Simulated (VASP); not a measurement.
# Zr (Im-3m) in VASP: a series of runs

Runs on Zr. Level: PBEsol. Tasks: single point.

All numbers are computed with VASP 6.6.1; they aren't measurements. Logs are shortened: lines on timing, memory, paths and dates and some standing lists are left out, and cuts for length are marked.

## 1. The cell of the first run

Symmetry: Im-3m, No. 229, cubic system. Conventional cell: a = 3.526 Å, b = 3.526 Å, c = 3.526 Å, α = 90.00°, β = 90.00°, γ = 90.00°. Within 4.0 Å of Zr (site symmetry m-3m) lie 14 Zr at 3.05 to 3.53 Å.

## 2. Single point, PBEsol

The input, INCAR:

```
SYSTEM = Zr
PREC = Accurate
ENCUT = 520
EDIFF = 1E-7
ISMEAR = -1
SIGMA = 0.1
LREAL = .False.
LASPH = .True.
NELM = 100
ALGO = Normal
ISIF = 2
LWAVE = .False.
LCHARG = .False.
GGA = PS
NBANDS = 12
```

The input, KPOINTS:

```
Automatic mesh
0
Gamma
  14 14 14
  0 0 0
```

The input, POSCAR:

```
Zr
1.0
   -1.7630477005      1.7630477005      1.7630477005
    1.7630477005     -1.7630477005      1.7630477005
    1.7630477005      1.7630477005     -1.7630477005
Zr
1
Direct
    0.0000000000      0.0000000000      0.0000000000
```

Potentials or basis: VASP PAW PBE potentials, release 64 (Zr_sv).

Started as:

```
> cat potpaw_PBE.64/Zr_sv/POTCAR > POTCAR
> mpirun -np 1 vasp_std > vasp.out
```

OUTCAR:

```text
SYSTEM = Zr
   PREC = Accurate
   ENCUT = 520
   EDIFF = 1E-7
   ISMEAR = -1
   LREAL = .False.
   LASPH = .True.
   NELM = 100
   ISIF = 2
   GGA = PS

 ion  position               nearest neighbor table
   1  0.000  0.000  0.000-

  LATTYP: Found a body centered cubic cell.
 ALAT       =     3.5260954010

  Lattice vectors:

 A1 = (  -1.7630477005,   1.7630477005,   1.7630477005)
 A2 = (   1.7630477005,  -1.7630477005,   1.7630477005)
 A3 = (   1.7630477005,   1.7630477005,  -1.7630477005)

Analysis of symmetry for initial positions (statically):
=====================================================================
 Subroutine PRICEL returns:
 Original cell was already a primitive cell.

 Routine SETGRP: Setting up the symmetry group for a
 body centered cubic supercell.

 Subroutine GETGRP returns: Found 48 space group operations
 (whereof 48 operations were pure point group operations)
 out of a pool of 48 trial point group operations.

The static configuration has the point symmetry O_h .

Analysis of symmetry for dynamics (positions and initial velocities):
=====================================================================
 Subroutine PRICEL returns:
 Original cell was already a primitive cell.

 Routine SETGRP: Setting up the symmetry group for a
 body centered cubic supercell.

 Subroutine GETGRP returns: Found 48 space group operations
 (whereof 48 operations were pure point group operations)
 out of a pool of 48 trial point group operations.

The dynamic configuration has the point symmetry O_h .

 Subroutine INISYM returns: Found 48 space group operations
 (whereof 48 operations are pure point group operations),
 and found     1 'primitive' translations

----------------------------------------------------------------------------------------

                                     Primitive cell

  volume of cell :      21.9206

  direct lattice vectors                    reciprocal lattice vectors
    -1.763047701  1.763047701  1.763047701     0.000000000  0.283599814  0.283599814
     1.763047701 -1.763047701  1.763047701     0.283599814  0.000000000  0.283599814
     1.763047701  1.763047701 -1.763047701     0.283599814  0.283599814  0.000000000

  length of vectors
     3.053688193  3.053688193  3.053688193     0.401070703  0.401070703  0.401070703

[... 77 lines left out ...]
   NELM   =    100;   NELMIN=  2; NELMDL= -5     # of ELM steps
   EDIFF  = 0.1E-06   stopping-criterion for ELM
   LREAL  =      F    real-space projection
   EDIFFG = 0.1E-05   stopping-criterion for IOM
   NSW    =      0    number of steps for IOM
   IBRION =     -1    ionic relax: 0-MD 1-quasi-New 2-CG
   NFREE  =      0    steps in history (QN), initial steepest desc. (CG)
   ISIF   =      2    stress and relaxation
   ISYM   =      2    0-nonsym 1-usesym 2-fastsym
   POTIM  = 0.5000    time-step for ionic-motion
   TEBEG  =    0.0;   TEEND  =   0.0 temperature during run
   PSTRESS=    0.0 pullay stress
   NELECT =      12.0000    total number of electrons
   NUPDOWN=      -1.0000    fix difference up-down
   EMIN   =  10.00;   EMAX   =-10.00  energy-range for DOS
   EFERMI =   0.00;   METHOD = LEGACY
   ISMEAR =    -1;   SIGMA  =   0.10  broadening in eV -4-tet -1-fermi 0-gaus
   EFERMI_NEDOS =   21; number of points for ismear=-14 and -15
   IALGO  =     38    algorithm
   IMIX   =      4    mixing-type and parameters
     AMIX     =   0.40;   BMIX     =  1.00
     AMIX_MAG =   1.60;   BMIX_MAG =  1.00
  volume/ion in A,a.u.               =      21.92       147.93
  Fermi-wavevector in a.u.,A,eV,Ry     =   1.339218  2.530755 24.402105  1.793504
  Thomas-Fermi vector in A             =   2.467627
   LORBIT       =      0    0 simple, 1 ext, 2 COOP (PROOUT), +10 PAW based schemes
   GGA     = PS    functional components
   LHFCALC =     F    Hartree Fock is set to
   AEXX    =    0.0000 exact exchange contribution
   IVDW    =     0    specifies the selected vdW correction
   LEPSILON=     F    determine dielectric tensor
   LRPA    =     F    only Hartree local field effects (RPA)
 non-spin polarized calculation
  energy-cutoff  :      520.00
  volume of cell :       21.92
 maximum number of plane-waves:       604
   NGX = 11   NGY = 11   NGZ = 11

 number of electron      12.0000000 magnetization

 Free energy of the ion-electron system (eV)
  ---------------------------------------------------
  ext. energy  EPLUGINS =         0.00000000
  ---------------------------------------------------
  free energy    TOTEN  =        -9.04338016 eV

  energy without entropy =       -8.98720039  energy(sigma->0) =       -9.01529027

 E-fermi :   9.2483     XC(G=0): -11.4753

 val. band max:        9.2358571912   @ k =   0.2143   0.0714   0.0714
 cond. band min:       9.2493053095   @ k =   0.2143   0.2143   0.0000
 fundamental gap:      0.0134481183
 Fermi energy:         9.2482767056

 k-point     1 :       0.0000    0.0000    0.0000
  band No.  band energies     occupation
      1     -39.0171      2.00000
      2     -16.4549      2.00000
      3     -16.4549      2.00000
      4     -16.4549      2.00000
      5       3.7819      2.00000
      6      10.4023      0.00002
      7      10.4023      0.00002
      8      10.4023      0.00002
      9      13.0557      0.00000
     10      13.0557      0.00000
     11      21.8457      0.00000
     12      21.8457      0.00000
[... 331 lines left out ...]
 k-point    24 :       0.3571    0.2857    0.0000
  band No.  band energies     occupation
      1     -38.7980      2.00000
      2     -17.3586      2.00000
      3     -17.1774      2.00000
      4     -16.6014      2.00000
      5       7.7575      2.00000
      6       8.6853      1.99285
      7       9.1520      1.44732
      8      13.2528      0.00000
      9      13.7092      0.00000
     10      18.3023      0.00000
     11      18.8514      0.00000
     12      20.3344      0.00000

 [... further k-points ...]
[... 5 lines left out ...]
  --------------------------------------------------------------------------------------
  -------------------------------------------------------------------------------------
  Total       -0.0166679     -0.0166679     -0.0166679     -0.0000000      0.0000000      0.0000000
  in kB       -1.2182562     -1.2182562     -1.2182562     -0.0000000      0.0000000      0.0000000
  external PRESSURE =      -1.2182562 kB  Pullay stress =       0.0000000 kB

 VOLUME and BASIS-vectors are now :
 -----------------------------------------------------------------------------
  energy-cutoff  :      520.00
  volume of cell :       21.92
      direct lattice vectors                 reciprocal lattice vectors
    -1.763047701  1.763047701  1.763047701     0.000000000  0.283599814  0.283599814
     1.763047701 -1.763047701  1.763047701     0.283599814  0.000000000  0.283599814
     1.763047701  1.763047701 -1.763047701     0.283599814  0.283599814  0.000000000

 POSITION                                       TOTAL-FORCE (eV/Angst)
 -----------------------------------------------------------------------------------
      0.00000      0.00000      0.00000         0.000000     -0.000000      0.000000
 -----------------------------------------------------------------------------------
    total drift:                                0.000000      0.000000      0.000000

  FREE ENERGIE OF THE ION-ELECTRON SYSTEM (eV)
  ---------------------------------------------------
  free  energy   TOTEN  =        -9.0433801554 eV

  energy  without entropy=       -8.9872003896  energy(sigma->0) =       -9.01529027
```

It took 6.8 s on 1 thread of Intel Xeon 6975P-C (Granite Rapids), shared host; peak memory 0.15 GiB.

What came out:

| Item | Value |
| --- | --- |
| Free energy | -9.0434 eV |
| Pressure | -0.1 GPa |
| Band gap on the k mesh | zero (band 6 reaches 10.40 eV, above the bottom of band 7 at 8.60 eV) |

Levels at points of the mesh, in eV from the Fermi level:
| k point | band 4 | band 5 | band 6 | band 7 | band 8 | band 9 |
| --- | --- | --- | --- | --- | --- | --- |
| (0.00, 0.00, 0.00) | -25.70 | -5.47 | 1.15 | 1.15 | 1.15 | 3.81 |
| (0.50, 0.00, 0.00) | -25.71 | -2.96 | -0.77 | 1.88 | 3.83 | 4.55 |
| (0.50, 0.50, 0.50) | -26.51 | -2.78 | -2.78 | 6.07 | 6.07 | 6.07 |

Caveat: the PAW data sets were made with another functional, which shifts forces and pressure a little.

## 3. Single point, PBEsol (volume scaled by 1.04)

The input, INCAR:

```
ALGO = Normal ; EDIFF = 1E-6
ENCUT = 520 ; GGA = PS
ISIF = 2 ; ISMEAR = -1
LASPH = T ; LCHARG = F
LREAL = F ; LWAVE = F
NBANDS = 12 ; NELM = 80
PREC = Accurate ; SIGMA = 0.1
```

The input, KPOINTS:

```
k-points
0
Gamma
  14 14 14
```

The input, POSCAR:

```
Zr
1.0
   -1.7862483572      1.7862483572      1.7862483572
    1.7862483572     -1.7862483572      1.7862483572
    1.7862483572      1.7862483572     -1.7862483572
Zr
1
Direct
    0.0000000000      0.0000000000      0.0000000000
```

Potentials or basis: VASP PAW PBE potentials, release 64 (Zr_sv).

Started as:

```
> cat potpaw_PBE.64/Zr_sv/POTCAR > POTCAR
> mpirun -np 1 vasp_std > vasp.out
```

It took 7.2 s on 1 thread of Intel Xeon 6975P-C (Granite Rapids), shared host; peak memory 0.15 GiB.

Results (log left out):

- Free energy: -9.0336 eV
- Pressure: -3.5 GPa
- Band gap on the k mesh: zero (band 6 reaches 9.94 eV, above the bottom of band 7 at 8.17 eV)

Levels at points of the mesh, in eV from the Fermi level:
```tsv
k point	band 3	band 4	band 5	band 6	band 7	band 8	band 9	band 10
(0.00, 0.00, 0.00)	-25.84	-25.84	-5.41	1.13	1.13	1.13	3.68	3.68
(0.50, 0.00, 0.00)	-26.17	-25.85	-2.84	-0.70	1.70	3.67	4.37	6.50
(0.50, 0.50, 0.50)	-26.56	-26.56	-2.61	-2.61	5.81	5.81	5.81	7.55
```

Caveat: the PAW data sets were made with another functional, which shifts forces and pressure a little.
